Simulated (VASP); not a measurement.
Wanted: the native input for a VASP 6.6.1 run.

```yaml
Task: relaxation of cell and atoms
Functional: r2SCAN
Potentials_or_basis: VASP PAW PBE potentials, release 64 (Na_pv, F)
Cutoff: 600 eV
k_mesh: 8 × 8 × 8
Occupations: fermi-dirac, width 0.02 eV
Spin: no spin polarisation
Dipole_correction: no
Further_INCAR_settings: ALGO = Normal; EDIFF = 1e-06; IBRION = 2; EDIFFG = -0.005; NSW = 80; ISIF = 3
```

The system is NaF.

```
Na F
1.0
     0.00000    2.34974    2.34974
     2.34974    0.00000    2.34974
     2.34974    2.34974    0.00000
Na F
1 1
Direct
  0.00000 0.00000 0.00000
  0.50000 0.50000 0.50000
```

The input as run:

POSCAR

```
NaF
1.0
    0.0000000000      2.3497438045      2.3497438045
    2.3497438045      0.0000000000      2.3497438045
    2.3497438045      2.3497438045      0.0000000000
Na F
1 1
Direct
    0.0000000000      0.0000000000      0.0000000000
    0.5000000000      0.5000000000      0.5000000000
```

INCAR.step1

```
PREC = Accurate
ENCUT = 600
ISMEAR = -1
SIGMA = 0.02
LREAL = False
LASPH = True
NELM = 80
GGA = PE
ALGO = Normal
EDIFF = 1E-4
LWAVE = True
LCHARG = False
```

INCAR.step2

```
PREC = Accurate
ENCUT = 600
EDIFF = 1E-6
ISMEAR = -1
SIGMA = 0.02
LREAL = False
LASPH = True
NELM = 80
ALGO = Normal
ISIF = 3
LWAVE = False
LCHARG = False
METAGGA = R2SCAN
LMIXTAU = True
IBRION = 2
NSW = 80
EDIFFG = -0.005
ISTART = 1
```

KPOINTS

```
Automatic mesh
0
Gamma
  8 8 8
```

Potentials or basis: VASP PAW PBE potentials, release 64 (Na_pv, F).

Command:

```console
$ cat potpaw_PBE.64/Na_pv/POTCAR potpaw_PBE.64/F/POTCAR > POTCAR
$ cp INCAR.step1 INCAR
$ mpirun -np 1 vasp_std > vasp.out
$ cp INCAR.step2 INCAR
$ mpirun -np 1 vasp_std > vasp.out
```

Results of the run:

```
Relaxed volume                        : 11.93 Å³/atom
Relaxed cell                          : a = 3.232 Å, b = 3.232 Å, c = 3.232 Å, α = 60.00°, β = 60.00°, γ = 60.00°
Space group after relaxing (to 0.1 Å) : Fm-3m (No. 225)
Energy gained by relaxing             : 14.1 meV/atom
Ionic steps                           : 4
Pressure after relaxing               : 0.0 GPa
Band gap on the k mesh                : 7.41 eV
```

Caveat: the PAW data sets were made with another functional, which shifts forces and pressure a little.

Wall time 73 s on 1 thread of Intel(R) Xeon(R) 6975P-C (Granite Rapids), with other jobs on the host, peak memory 0.16 GiB.
